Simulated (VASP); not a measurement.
# Pb (Fm-3m) in VASP: a series of runs

The runs below take Pb through single point, with PBEsol, RPBE, revPBE.

Program: VASP 6.6.1. These are calculated values, not measurements. Logs are shortened: lines on timing, memory, paths and dates and some standing lists are left out, and cuts for length are marked.

**1. The cell of the first run**

Symmetry: Fm-3m, No. 225, cubic system. Conventional cell: a = 4.950 Å, b = 4.950 Å, c = 4.950 Å, α = 90.00°, β = 90.00°, γ = 90.00°. Pb (site symmetry m-3m) has 12 Pb at 3.50 Å within 4.6 Å.

**2. Single point, PBEsol**

Input file INCAR:

```
PREC     = Accurate       # precision mode
ENCUT    = 520            # plane-wave cutoff, eV
EDIFF    = 1E-6           # SCF threshold, eV
ISMEAR   = -1             # smearing method
SIGMA    = 0.05           # smearing width, eV
LREAL    = False          # projectors in reciprocal space
LASPH    = True           # aspherical terms in the spheres
NELM     = 80             # most SCF steps
ALGO     = Normal         # electronic algorithm
ISIF     = 2              # what is computed and relaxed
LWAVE    = False          # write WAVECAR
LCHARG   = False          # write CHGCAR
GGA      = PS             # functional
NBANDS   = 13             # bands
```

Input file KPOINTS:

```
regular mesh
0
Gamma
  5 5 5
```

Input file POSCAR:

```
Pb
1.0
    0.0000000000      2.4750200000      2.4750200000
    2.4750200000      0.0000000000      2.4750200000
    2.4750200000      2.4750200000      0.0000000000
Pb
1
Direct
    0.0000000000      0.0000000000      0.0000000000
```

Potentials or basis: VASP PAW PBE potentials, release 64 (Pb_d).

The run is started by

```sh
> cat potpaw_PBE.64/Pb_d/POTCAR > POTCAR
> mpirun -np 1 vasp_std > vasp.out
```

OUTCAR:

```text
PREC = Accurate
   ENCUT = 520
   EDIFF = 1E-6
   ISMEAR = -1
   LREAL = False
   LASPH = True
   NELM = 80
   ISIF = 2
   GGA = PS

 ion  position               nearest neighbor table
   1  0.000  0.000  0.000-

  LATTYP: Found a face centered cubic cell.
 ALAT       =     4.9500400000

  Lattice vectors:

 A1 = (   0.0000000000,   2.4750200000,   2.4750200000)
 A2 = (   2.4750200000,   0.0000000000,   2.4750200000)
 A3 = (   2.4750200000,   2.4750200000,   0.0000000000)

Analysis of symmetry for initial positions (statically):
[... 5 lines left out ...]
 face centered cubic supercell.

 Subroutine GETGRP returns: Found 48 space group operations
 (whereof 48 operations were pure point group operations)
 out of a pool of 48 trial point group operations.

The static configuration has the point symmetry O_h .

Analysis of symmetry for dynamics (positions and initial velocities):
[... 5 lines left out ...]
 face centered cubic supercell.

 Subroutine GETGRP returns: Found 48 space group operations
 (whereof 48 operations were pure point group operations)
 out of a pool of 48 trial point group operations.

The dynamic configuration has the point symmetry O_h .

 Subroutine INISYM returns: Found 48 space group operations
 (whereof 48 operations are pure point group operations),
 and found     1 'primitive' translations

----------------------------------------------------------------------------------------

                                     Primitive cell

  volume of cell :      30.3226

  direct lattice vectors                    reciprocal lattice vectors
     0.000000000  2.475020000  2.475020000    -0.202018570  0.202018570  0.202018570
     2.475020000  0.000000000  2.475020000     0.202018570 -0.202018570  0.202018570
     2.475020000  2.475020000  0.000000000     0.202018570  0.202018570 -0.202018570

  length of vectors
     3.500206851  3.500206851  3.500206851     0.349906427  0.349906427  0.349906427

  position of ions in fractional coordinates (direct lattice)
     0.000000000  0.000000000  0.000000000

  ion indices of the primitive-cell ions
   primitive index   ion index
                 1           1

----------------------------------------------------------------------------------------

 KPOINTS: regular mesh

Automatic generation of k-mesh.
 Grid dimensions read from file:
 generate k-points for:    5    5    5

 Generating k-lattice:

  Cartesian coordinates                     Fractional coordinates (reciprocal lattice)
    -0.040403714  0.040403714  0.040403714     0.200000000  0.000000000  0.000000000
     0.040403714 -0.040403714  0.040403714     0.000000000  0.200000000  0.000000000
     0.040403714  0.040403714 -0.040403714     0.000000000  0.000000000  0.200000000

  Length of vectors
     0.069981285  0.069981285  0.069981285

  Shift w.r.t. Gamma in fractional coordinates (k-lattice)
     0.000000000  0.000000000  0.000000000

 Subroutine IBZKPT returns following result:
 ===========================================

 Found     10 irreducible k-points:

 Following reciprocal coordinates:
            Coordinates               Weight
  0.000000  0.000000  0.000000      1.000000
  0.200000  0.000000  0.000000      8.000000
  0.400000  0.000000  0.000000      8.000000
  0.200000  0.200000  0.000000      6.000000
  0.400000  0.200000  0.000000     24.000000
 -0.400000  0.200000  0.000000     24.000000
 -0.200000  0.200000  0.000000     12.000000
  0.400000  0.400000  0.000000      6.000000
 -0.400000  0.400000  0.000000     12.000000
 -0.400000  0.400000  0.200000     24.000000
   k-points           NKPTS =     10   k-points in BZ     NKDIM =     10   number of bands    NBANDS=     13
   number of dos      NEDOS =    301   number of ions     NIONS =      1
   total plane-waves  NPLWV =  21952
   dimension x,y,z NGX =    28 NGY =   28 NGZ =   28
   dimension x,y,z NGXF=    56 NGYF=   56 NGZF=   56
   ions per type =               1
   NGX,Y,Z   is equivalent  to a cutoff of  13.30, 13.30, 13.30 a.u.
   NGXF,Y,Z  is equivalent  to a cutoff of  26.60, 26.60, 26.60 a.u.
 SYSTEM =  unknown system
   PREC   = accura    normal or accurate (medium, high low for compatibility)
   ISTART =      0    job   : 0-new  1-cont  2-samecut
   ICHARG =      2    charge: 1-file 2-atom 10-const
   ISPIN  =      1    spin polarized calculation?
   LNONCOLLINEAR =      F non collinear calculations
   LSORBIT =      F    spin-orbit coupling
   LASPH  =      T    aspherical Exc in radial PAW
   ENCUT  =  520.0 eV  38.22 Ry    6.18 a.u.   6.51  6.51  6.51*2*pi/ulx,y,z
   NELM   =     80;   NELMIN=  2; NELMDL= -5     # of ELM steps
   EDIFF  = 0.1E-05   stopping-criterion for ELM
   LREAL  =      F    real-space projection
   EDIFFG = 0.1E-04   stopping-criterion for IOM
   NSW    =      0    number of steps for IOM
   IBRION =     -1    ionic relax: 0-MD 1-quasi-New 2-CG
   NFREE  =      0    steps in history (QN), initial steepest desc. (CG)
   ISIF   =      2    stress and relaxation
   ISYM   =      2    0-nonsym 1-usesym 2-fastsym
   POTIM  = 0.5000    time-step for ionic-motion
   TEBEG  =    0.0;   TEEND  =   0.0 temperature during run
   PSTRESS=    0.0 pullay stress
   NELECT =      14.0000    total number of electrons
   NUPDOWN=      -1.0000    fix difference up-down
   EMIN   =  10.00;   EMAX   =-10.00  energy-range for DOS
   EFERMI =   0.00;   METHOD = LEGACY
   ISMEAR =    -1;   SIGMA  =   0.05  broadening in eV -4-tet -1-fermi 0-gaus
   EFERMI_NEDOS =   21; number of points for ismear=-14 and -15
   IALGO  =     38    algorithm
   IMIX   =      4    mixing-type and parameters
     AMIX     =   0.40;   BMIX     =  1.00
     AMIX_MAG =   1.60;   BMIX_MAG =  1.00
  volume/ion in A,a.u.               =      30.32       204.63
  Fermi-wavevector in a.u.,A,eV,Ry     =   1.265306  2.391081 21.782907  1.600999
  Thomas-Fermi vector in A             =   2.398566
   LORBIT       =      0    0 simple, 1 ext, 2 COOP (PROOUT), +10 PAW based schemes
   GGA     = PS    functional components
   LHFCALC =     F    Hartree Fock is set to
   AEXX    =    0.0000 exact exchange contribution
   IVDW    =     0    specifies the selected vdW correction
   LEPSILON=     F    determine dielectric tensor
   LRPA    =     F    only Hartree local field effects (RPA)
 non-spin polarized calculation
  energy-cutoff  :      520.00
  volume of cell :       30.32
 maximum number of plane-waves:       869
 NGX is ok and might be reduce to    28
   NGX = 13   NGY = 13   NGZ = 13

 number of electron      13.9999999 magnetization

 Free energy of the ion-electron system (eV)
  ---------------------------------------------------
  ext. energy  EPLUGINS =         0.00000000
  ---------------------------------------------------
  free energy    TOTEN  =        -3.97045862 eV

  energy without entropy =       -3.95761289  energy(sigma->0) =       -3.96403575

 E-fermi :   6.7989     XC(G=0): -10.3436

 val. band max:        6.7730838859   @ k =  -0.4000   0.4000   0.2000
 cond. band min:       7.3050460537   @ k =  -0.2000   0.2000   0.0000
 fundamental gap:      0.5319621678
 Fermi energy:         6.7988551147

 k-point     1 :       0.0000    0.0000    0.0000
  band No.  band energies     occupation
      1      -9.9020      2.00000
      2      -9.9020      2.00000
      3      -9.9020      2.00000
      4      -9.7606      2.00000
      5      -9.7606      2.00000
      6      -4.6720      2.00000
      7      14.5069      0.00000
      8      14.5069      0.00000
      9      14.5069      0.00000
     10      16.8649      0.00000
     11      18.4155      0.00000
     12      19.5753      0.00000
     13      19.5753      0.00000

 k-point     2 :       0.2000    0.0000    0.0000
  band No.  band energies     occupation
      1      -9.9063      2.00000
      2      -9.8671      2.00000
      3      -9.8671      2.00000
      4      -9.7461      2.00000
      5      -9.7461      2.00000
      6      -3.9016      2.00000
      7       9.3474      0.00000
      8      13.7515      0.00000
      9      13.7515      0.00000
     10      16.1731      0.00000
     11      19.2536      0.00000
     12      19.9238      0.00000
     13      19.9238      0.00000

 k-point     3 :       0.4000    0.0000    0.0000
  band No.  band energies     occupation
      1      -9.9270      2.00000
      2      -9.8846      2.00000
      3      -9.8846      2.00000
      4      -9.6457      2.00000
      5      -9.6457      2.00000
      6      -1.7818      2.00000
      7       4.0275      2.00000
      8      12.8116      0.00000
      9      12.8116      0.00000
     10      16.1005      0.00000
     11      17.0724      0.00000
     12      18.4777      0.00000
     13      18.4777      0.00000

 k-point     4 :       0.2000    0.2000    0.0000
  band No.  band energies     occupation
      1      -9.9593      2.00000
      2      -9.8258      2.00000
      3      -9.7989      2.00000
      4      -9.7989      2.00000
      5      -9.7177      2.00000
      6      -3.6460      2.00000
      7      10.6672      0.00000
      8      11.8277      0.00000
      9      11.8277      0.00000
     10      15.1102      0.00000
     11      15.9346      0.00000
     12      23.0141      0.00000
     13      23.1146      0.00000

 k-point     5 :       0.4000    0.2000    0.0000
  band No.  band energies     occupation
      1      -9.9620      2.00000
      2      -9.8664      2.00000
      3      -9.7838      2.00000
      4      -9.7272      2.00000
      5      -9.6343      2.00000
      6      -1.9372      2.00000
      7       5.9981      2.00000
      8      10.0110      0.00000
      9      10.8939      0.00000
     10      14.3834      0.00000
     11      17.7787      0.00000
     12      21.2560      0.00000
     13      21.6583      0.00000

 k-point     6 :      -0.4000    0.2000    0.0000
  band No.  band energies     occupation
      1      -9.9289      2.00000
      2      -9.8460      2.00000
      3      -9.8073      2.00000
      4      -9.6986      2.00000
      5      -9.6493      2.00000
      6      -0.6386      2.00000
      7       3.8150      2.00000
      8       8.4433      0.00000
      9      11.5862      0.00000
     10      14.6712      0.00000
     11      19.6644      0.00000
     12      20.3219      0.00000
     13      22.7927      0.00000

 k-point     7 :      -0.2000    0.2000    0.0000
  band No.  band energies     occupation
      1      -9.8879      2.00000
      2      -9.8754      2.00000
      3      -9.7897      2.00000
      4      -9.7883      2.00000
      5      -9.6835      2.00000
      6      -2.6533      2.00000
      7       7.3050      0.00008
      8       9.0120      0.00000
      9      13.5656      0.00000
     10      16.3483      0.00000
     11      18.6290      0.00000
     12      19.6653      0.00000
     13      20.2734      0.00000

 k-point     8 :       0.4000    0.4000    0.0000
  band No.  band energies     occupation
      1     -10.0514      2.00000
      2      -9.9537      2.00000
      3      -9.6478      2.00000
      4      -9.6219      2.00000
      5      -9.6219      2.00000
      6      -0.7691      2.00000
      7       5.3254      2.00000
      8       9.4571      0.00000
      9       9.4571      0.00000
     10      12.7854      0.00000
     11      13.8935      0.00000
     12      25.3913      0.00000
     13      26.3352      0.00000

 k-point     9 :      -0.4000    0.4000    0.0000
  band No.  band energies     occupation
      1     -10.0074      2.00000
      2      -9.9124      2.00000
      3      -9.6763      2.00000
      4      -9.6595      2.00000
      5      -9.6177      2.00000
      6       0.3655      2.00000
      7       4.4522      2.00000
      8       6.4929      1.99561
      9       9.7365      0.00000
     10      13.3473      0.00000
     11      17.0629      0.00000
     12      23.8791      0.00000
     13      24.8296      0.00000

 k-point    10 :      -0.4000    0.4000    0.2000
  band No.  band energies     occupation
      1      -9.9061      2.00000
      2      -9.8948      2.00000
      3      -9.7835      2.00000
      4      -9.6885      2.00000
      5      -9.6244      2.00000
      6      -0.2188      2.00000
      7       5.2652      2.00000
      8       6.7731      1.25215
      9       8.6582      0.00000
     10      16.8403      0.00000
     11      17.9299      0.00000
     12      19.3642      0.00000
     13      23.1589      0.00000

------------------------ aborting loop because EDIFF is reached ----------------------------------------

  FORCE on cell =-STRESS in cart. coord.  units (eV):
  Direction    XX          YY          ZZ          XY          YZ          ZX
  --------------------------------------------------------------------------------------
  -------------------------------------------------------------------------------------
  Total       -0.1961742     -0.1961742     -0.1961742     -0.0000000      0.0000000      0.0000000
  in kB      -10.3654055    -10.3654055    -10.3654055     -0.0000000      0.0000000      0.0000000
  external PRESSURE =     -10.3654055 kB  Pullay stress =       0.0000000 kB

 VOLUME and BASIS-vectors are now :
 -----------------------------------------------------------------------------
  energy-cutoff  :      520.00
  volume of cell :       30.32
      direct lattice vectors                 reciprocal lattice vectors
     0.000000000  2.475020000  2.475020000    -0.202018570  0.202018570  0.202018570
     2.475020000  0.000000000  2.475020000     0.202018570 -0.202018570  0.202018570
     2.475020000  2.475020000  0.000000000     0.202018570  0.202018570 -0.202018570

 POSITION                                       TOTAL-FORCE (eV/Angst)
 -----------------------------------------------------------------------------------
      0.00000      0.00000      0.00000         0.000000     -0.000000      0.000000
 -----------------------------------------------------------------------------------
    total drift:                               -0.000000     -0.000000     -0.000000

  FREE ENERGIE OF THE ION-ELECTRON SYSTEM (eV)
  ---------------------------------------------------
  free  energy   TOTEN  =        -3.9704586153 eV

  energy  without entropy=       -3.9576128869  energy(sigma->0) =       -3.96403575
```

It took 6.7 s on 1 thread of Intel Xeon Platinum 8259CL at 2.50GHz (Skylake/Cascade Lake), shared host; peak memory 0.15 GiB.

What came out:

* Free energy: -3.9705 eV
* Pressure: -1.0 GPa
* Band gap on the k mesh: zero (band 7 reaches 14.51 eV, above the bottom of band 8 at 6.49 eV)

Caveat: the k points lie up to 0.44 Å⁻¹ apart; the PAW data sets were made with another functional, which shifts forces and pressure a little; spin-orbit coupling is left out, which moves the levels of the heavy elements.

**3. Single point, RPBE**

Input file INCAR:

```
SYSTEM = Pb
  ALGO = Fast
  EDIFF = 1E-6
  ENCUT = 520
  GGA = RP
  ISIF = 2
  ISMEAR = -1
  LASPH = .TRUE.
  LCHARG = .TRUE.
  LELF = .TRUE.
  LREAL = .FALSE.
  LVHAR = .TRUE.
  LWAVE = .FALSE.
  NBANDS = 13
  NELM = 60
  PREC = Accurate
  SIGMA = 0.05
```

Input file KPOINTS:

```
k-points
0
G
  5 5 5
  0 0 0
```

POSCAR is that of step 2.

Potentials or basis: VASP PAW PBE potentials, release 64 (Pb_d).

The run is started by

```sh
> cat potpaw_PBE.64/Pb_d/POTCAR > POTCAR
> mpirun -np 1 vasp_std > vasp.out
```

Run time: 8.4 s. Hardware: 1 thread of Intel Xeon Platinum 8259CL at 2.50GHz (Skylake/Cascade Lake), shared host; peak memory 0.15 GiB.

Results (log left out):

| Quantity | Value |
| --- | --- |
| Free energy | -3.1183 eV |
| Pressure | 3.5 GPa |
| Band gap on the k mesh | zero (band 7 reaches 14.85 eV, above the bottom of band 8 at 6.81 eV) |

Levels at points of the mesh, in eV from the Fermi level:
| k point | band 5 | band 6 | band 7 | band 8 | band 9 | band 10 |
| --- | --- | --- | --- | --- | --- | --- |
| (0.00, 0.00, 0.00) | -16.73 | -11.46 | 7.73 | 7.73 | 7.73 | 10.02 |

Caveat: the k points lie up to 0.44 Å⁻¹ apart; the PAW data sets were made with another functional, which shifts forces and pressure a little; spin-orbit coupling is left out, which moves the levels of the heavy elements.

**4. Single point, revPBE**

Input file INCAR:

```
SYSTEM = Pb
ALGO = Fast
EDIFF = 1E-7
ENCUT = 520
GGA = RE
ISIF = 2
ISMEAR = -1
LASPH = .TRUE.
LCHARG = .FALSE.
LREAL = .FALSE.
LWAVE = .FALSE.
NBANDS = 13
NELM = 80
PREC = Accurate
SIGMA = 0.05
```

KPOINTS is that of step 3.

POSCAR is that of step 3.

The run is started by

```sh
> cat potpaw_PBE.64/Pb_d/POTCAR > POTCAR
> mpirun -np 1 vasp_std > vasp.out
```

It took 10 s on 1 thread of Intel Xeon Platinum 8259CL at 2.50GHz (Skylake/Cascade Lake), shared host; peak memory 0.15 GiB.

The run converged. Its results:

| Property | Result |
| --- | --- |
| Free energy | -3.1898 eV |
| Pressure | 3.0 GPa |
| Band gap on the k mesh | zero (band 7 reaches 14.81 eV, above the bottom of band 8 at 6.78 eV) |

Levels at points of the mesh, in eV from the Fermi level:
```tsv
k point	band 4	band 5	band 6	band 7	band 8	band 9	band 10	band 11
(0.00, 0.00, 0.00)	-16.71	-16.71	-11.46	7.72	7.72	7.72	10.03	11.61
```

Caveat: the k points lie up to 0.44 Å⁻¹ apart; the PAW data sets were made with another functional, which shifts forces and pressure a little; spin-orbit coupling is left out, which moves the levels of the heavy elements.

**5. The runs side by side**

```tsv
level	gap on the mesh (eV)	pressure (GPa)
PBEsol	none	-1.0
RPBE	none	3.5
revPBE	none	3.0
```

Alike in all rows: task single point; potentials or basis VASP PAW PBE potentials, release 64 (Pb_d); no spin polarisation; cell as given; k mesh 5 × 5 × 5; cutoff (eV) 520; smearing fermi-dirac 0.05 eV.

Caveats: all runs use coarse meshes; the PAW data sets were made with another functional, which shifts forces and pressure a little; spin-orbit coupling is left out, which moves the levels of the heavy elements.

Absolute energies hang on the potentials; compare differences alone.
